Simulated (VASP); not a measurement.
Set up this calculation in VASP 6.6.1, as the native input.

| Property | Result |
| --- | --- |
| Task | single point |
| Functional | r2SCAN |
| Potentials or basis | VASP PAW PBE potentials, release 64 (Zn, F) |
| Cutoff | 660 eV |
| k mesh | 6 × 6 × 8 |
| Occupations | gaussian, width 0.02 eV |
| Spin | no spin polarisation |
| Dipole correction | no |
| Further INCAR settings | ALGO = Normal; EDIFF = 1e-06; NBANDS = 35 |

Crystal: ZnF2.

```
Zn F
1.0
     4.60846    0.00000    0.00000
     0.00000    4.60846    0.00000
     0.00000    0.00000    3.06480
Zn F
2 4
Direct
  0.50000 0.50000 0.50000
  0.00000 0.00000 0.00000
  0.69827 0.69827 0.00000
  0.80173 0.19827 0.50000
  0.30173 0.30173 0.00000
  0.19827 0.80173 0.50000
```

This cell differs from its parent crystal: equal strain along all axes, cell held: -2.0 %, then relaxed in part.

These files were run (other wordings do the same):

POSCAR

```
ZnF2
1.0
    4.6084562516      0.0000000000      0.0000000000
    0.0000000000      4.6084562516      0.0000000000
    0.0000000000      0.0000000000      3.0648032879
Zn F
2 4
Direct
    0.5000000000      0.5000000000      0.5000000000
    0.0000000000      0.0000000000      0.0000000000
    0.6982732185      0.6982732185      0.0000000000
    0.8017267815      0.1982732185      0.5000000000
    0.3017267815      0.3017267815      0.0000000000
    0.1982732185      0.8017267815      0.5000000000
```

INCAR.step1

```
ALGO = Normal ; EDIFF = 1E-5
ENCUT = 660 ; GGA = PE
GGA_COMPAT = False ; ISMEAR = 0
LASPH = True ; LCHARG = False
LREAL = False ; LWAVE = True
NBANDS = 35 ; NELM = 120
PREC = Accurate ; SIGMA = 0.02
```

INCAR.step2

```
ALGO = Normal ; EDIFF = 1E-6
ENCUT = 660 ; GGA_COMPAT = False
ISIF = 2 ; ISMEAR = 0
ISTART = 1 ; LASPH = True
LCHARG = False ; LMIXTAU = True
LREAL = False ; LWAVE = False
METAGGA = R2SCAN ; NBANDS = 35
NELM = 120 ; PREC = Accurate
SIGMA = 0.02
```

KPOINTS

```
k-points
0
Gamma
  6 6 8
```

Potentials or basis: VASP PAW PBE potentials, release 64 (Zn, F).

Run with:

```bash
$ cat potpaw_PBE.64/Zn/POTCAR potpaw_PBE.64/F/POTCAR > POTCAR
$ cp INCAR.step1 INCAR
$ mpirun -np 1 vasp_std > vasp.out
$ cp INCAR.step2 INCAR
$ mpirun -np 1 vasp_std > vasp.out
```

It gave:

```json
{
  "Pressure": "9.0 GPa",
  "Largest force": "0.010 eV/Å",
  "Band gap on the k mesh": "4.28 eV"
}
```

Caveat: the cell differs from its parent crystal (equal strain along all axes, cell held: -2.0 %, then relaxed in part); the cell stands under pressure; the PAW data sets were made with another functional, which shifts forces and pressure a little.

Run time: 4.6 min on 1 thread of Intel(R) Xeon(R) 6975P-C (Granite Rapids) (shared host), peak memory 0.29 GiB.
